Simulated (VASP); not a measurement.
Input of a VASP 6.6.1 run:

File INCAR:

```
PREC = Accurate
ENCUT = 520
EDIFF = 1E-7
ISMEAR = -1
SIGMA = 0.02
LREAL = Auto
LASPH = T
NELM = 80
ALGO = Normal
ISIF = 2
LWAVE = F
LCHARG = F
GGA = PE
IVDW = 12
NBANDS = 70
```

File KPOINTS:

```
Automatic mesh
0
Gamma
  1 1 1
```

Contents of POSCAR:

```
H6C2SO2
1.0
    7.9264080000      0.0000000000      0.0000000000
    0.0000000000      7.9264080000      0.0000000000
    0.0000000000      0.0000000000      7.9264080000
C H S O
6 18 3 6
Direct
    0.6155877921      0.0072163835      0.7519421155
    0.4492324897      0.1543952822      0.7648231078
    0.5689588525      1.0374560583      0.3096358401
    0.7048842300      0.9083307344      0.3028357864
   -0.1917766534      0.4962777591      0.3333666397
   -0.0441309607      0.4548087860      0.1830337273
    0.7118987567      0.0061944830      0.8574628003
    0.5593580346     -0.1236878041      0.7426188508
    0.6628727666      0.0153789712      0.6164078357
    0.4323900561      0.2597393422      0.8498427030
    0.4022755326      0.2150532751      0.6508875142
    0.3634685472      0.0637615424      0.8118179130
    0.6252643064      1.1720567500      0.2646469876
    0.4694055618      0.9868152131      0.2300285325
    0.5252946858      1.0536676891      0.4463560291
    0.6437972913      0.7810095064      0.3372523847
    0.7948240868      0.8928760669      0.1857461791
    0.8086638992      0.9310900978      0.4033100491
   -0.3302883223      0.4549980268      0.3285725388
   -0.1181619720      0.4222215157      0.4518187810
   -0.1806240607      0.6258824931      0.3459700788
    0.0836444453      0.5081116188      0.2306341031
   -0.0270992863      0.3225672966      0.2068654553
   -0.0701452663      0.4746790728      0.0472975905
    0.1981225291      0.6615733129      0.5925761076
    0.4494848108      0.6177325215      1.0337343220
    0.1519099193      0.9994691164      0.3168774557
    0.3092825906      0.6921167823      0.4600822971
    0.0677482158      0.8007284006      0.6094059251
    0.5114927215      0.5486217717      0.8801969316
    0.3669001142      0.4964165357      1.1559081995
    0.0527351103      1.0876048773      0.4504057828
    0.0775635067      0.8980991137      0.1813557919
```

Potentials or basis: VASP PAW PBE potentials, release 64 (C, H, S, O).

Run with:

```bash
$ cat potpaw_PBE.64/C/POTCAR potpaw_PBE.64/H/POTCAR potpaw_PBE.64/S/POTCAR potpaw_PBE.64/O/POTCAR > POTCAR
$ mpirun -np 1 vasp_gam > vasp.out
```

(1) Estimate the dispersion energy per atom.

(2) What does it give for the largest force?

(3) Estimate the pressure.

Answers

(1) -0.045 eV.

(2) 5.679 eV/Å.

(3) -2.6 GPa.

Caveat: the k points lie up to 0.79 Å⁻¹ apart.
